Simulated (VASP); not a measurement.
A run of VASP 6.6.1 is set up as follows.

File INCAR:

```
PREC     = Accurate       # precision mode
ENCUT    = 600            # plane-wave cutoff, eV
EDIFF    = 1E-6           # SCF threshold, eV
ISMEAR   = 0              # smearing method
SIGMA    = 0.05           # smearing width, eV
LREAL    = False          # projectors in reciprocal space
LASPH    = True           # aspherical terms in the spheres
NELM     = 120            # most SCF steps
ALGO     = Normal         # electronic algorithm
ISIF     = 2              # what is computed and relaxed
LWAVE    = False          # write WAVECAR
LCHARG   = True           # write CHGCAR
GGA      = CA             # functional
LELF     = True           # ELF
LVHAR    = True         
NBANDS   = 16             # bands
GGA_COMPAT= False
```

File KPOINTS:

```
Automatic mesh
0
Gamma
  10 10 10
```

POSCAR

```
CaC2
1.0
   -1.9728680447      1.9728680447      3.0603403613
    1.9728680447     -1.9728680447      3.0603403613
    1.9728680447      1.9728680447     -3.0603403613
Ca C
1 2
Direct
    0.0000000000      0.0000000000      0.0000000000
    0.5996770466      0.5996770466      0.0000000000
    0.4003229534      0.4003229534      0.0000000000
```

Potentials or basis: VASP PAW LDA potentials, release 64 (Ca_sv, C).

Command:

```bash
$ cat potpaw_LDA.64/Ca_sv/POTCAR potpaw_LDA.64/C/POTCAR > POTCAR
$ mpirun -np 1 vasp_std > vasp.out
```

Task: Predict the pressure.

Result: 1.7 GPa.

Task: Predict the largest force.

Result: 2.682 eV/Å.

Forces on the atoms (eV/Å):
```
Ca   0.000  0.000  0.000
C    0.000  0.000  2.682
C    0.000  0.000 -2.682
```

Caveat: the cell differs from its parent crystal (strain +0.050 along x and y, -0.025 along z); forces of over 1 eV/Å act on the atoms, so gaps and moduli don't describe the material at rest.
